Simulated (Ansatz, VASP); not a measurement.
## Rh in VASP and in Ansatz

INCAR

```
  ALGO = Normal
  EDIFF = 1E-6
  ENCUT = 500
  GGA_COMPAT = F
  ISIF = 2
  ISMEAR = -1
  LASPH = T
  LCHARG = F
  LREAL = F
  LWAVE = F
  NBANDS = 14
  NELM = 120
  PREC = Accurate
  SIGMA = 0.05
```

The input KPOINTS:

```
k-points
0
Gamma
  17 17 17
```

Contents of POSCAR:

```
Rh
1.0
    0.0000000000      1.7127580586      1.7127580586
    1.7127580586      0.0000000000      1.7127580586
    1.7127580586      1.7127580586      0.0000000000
Rh
1
Direct
    0.0000000000      0.0000000000      0.0000000000
```

Input for Ansatz:

```yaml
crystal:
  lattice:
    - [0.0, 1.7127580586, 1.7127580586]
    - [1.7127580586, 0.0, 1.7127580586]
    - [1.7127580586, 1.7127580586, 0.0]
  atoms:
    - { symbol: Rh, position: [0.0, 0.0, 0.0] }
kpoints:
  mp_grid: { grid: [17, 17, 17] }
scf:
  occupations: { method: fermi_dirac, width: 0.05 }
hamiltonian:
  xc: lda
  pseudopotentials: { kind: paw }
output:
  forces: true
  stress: true
  eigenvalues: true
  populations: true
```

Change from the starting cell: volume scaled by 0.76, PAW files.

Alike in both runs: task single point; functional LDA; k mesh 17 × 17 × 17; occupations fermi-dirac, width 0.05 eV; no spin polarisation.

```csv
,VASP,Ansatz
version,VASP 6.6.1,Ansatz 0.2.0
potentials or method,"VASP PAW LDA potentials, release 64 (Rh_pv)","PAW with Ansatz's default frozen-core files, scalar-relativistic"
plane-wave cutoff (eV),500,420
valence electrons in the cell,15,17
```

```tsv
	VASP	Ansatz	Ansatz less VASP
pressure (GPa)	175.0	171.6	-3.38
```

LDA's correlation is that of Perdew and Zunger in VASP and of Perdew and Wang (1992) in Ansatz. Both programs put the cell under a high pressure, so it lies far from rest at this level. VASP's potentials hold 15 valence electrons a cell and Ansatz's 17, so a difference there can come from the potentials and not from the codes.

Noted on VASP's run: the cell as given lies far from equilibrium.
